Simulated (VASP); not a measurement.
# Cr: single point with PBE

The system is Cr.

```
Cr
1.0
    -1.44000    1.44000    1.44000
     1.44000   -1.44000    1.44000
     1.44000    1.44000   -1.44000
Cr
1
Direct
  0.00000 0.00000 0.00000
```

```yaml
Program: VASP 6.6.1
Task: single point
Functional: PBE
Potentials_or_basis: VASP PAW PBE potentials, release 64 (Cr_pv)
Cutoff: 520 eV
k_mesh: 20 × 20 × 20
Occupations: gaussian, width 0.05 eV
Spin: collinear spin, ferromagnetic start
Starting_moments: "[2.0] μB"
Dipole_correction: no
Further_INCAR_settings: ALGO = Normal; EDIFF = 1e-07; NBANDS = 16
```

```yaml
Pressure: -8.6 GPa
Band_gap_on_the_k_mesh: zero (filled and empty bands overlap)
Net_moment: 0.00 μB per cell
Valence_electrons_inside_the_program's_atomic_spheres: Cr 10.99
```

Levels at points of the mesh, in eV from the Fermi level:
Spin up:
| k point | band 3 | band 4 | band 5 | band 6 | band 7 | band 8 | band 9 | band 10 |
| --- | --- | --- | --- | --- | --- | --- | --- | --- |
| (0.00, 0.00, 0.00) | -42.79 | -7.75 | -0.89 | -0.89 | -0.89 | 1.08 | 1.08 | 7.07 |
| (0.50, 0.00, 0.00) | -42.79 | -4.28 | -2.36 | 1.02 | 1.07 | 1.40 | 2.68 | 7.06 |
| (0.50, 0.50, 0.50) | -43.36 | -4.12 | -4.12 | 2.31 | 2.31 | 2.31 | 7.07 | 10.29 |
Spin down:
```
           k point  band 2  band 3  band 4  band 5  band 6  band 7  band 8  band 9  band 10  band 11
(0.00, 0.00, 0.00)  -42.79  -42.79   -7.75   -0.89   -0.89   -0.89    1.08    1.08     7.07    22.02
(0.50, 0.00, 0.00)  -43.05  -42.79   -4.28   -2.36    1.02    1.07    1.40    2.68     7.06     9.51
(0.50, 0.50, 0.50)  -43.36  -43.36   -4.12   -4.12    2.31    2.31    2.31    7.07    10.29    10.29
```

It took 68 s on 1 thread of AMD EPYC 7R13 Processor (Zen 3) (shared host), peak memory 0.16 GiB.

Caveat: the cell stands under tension.
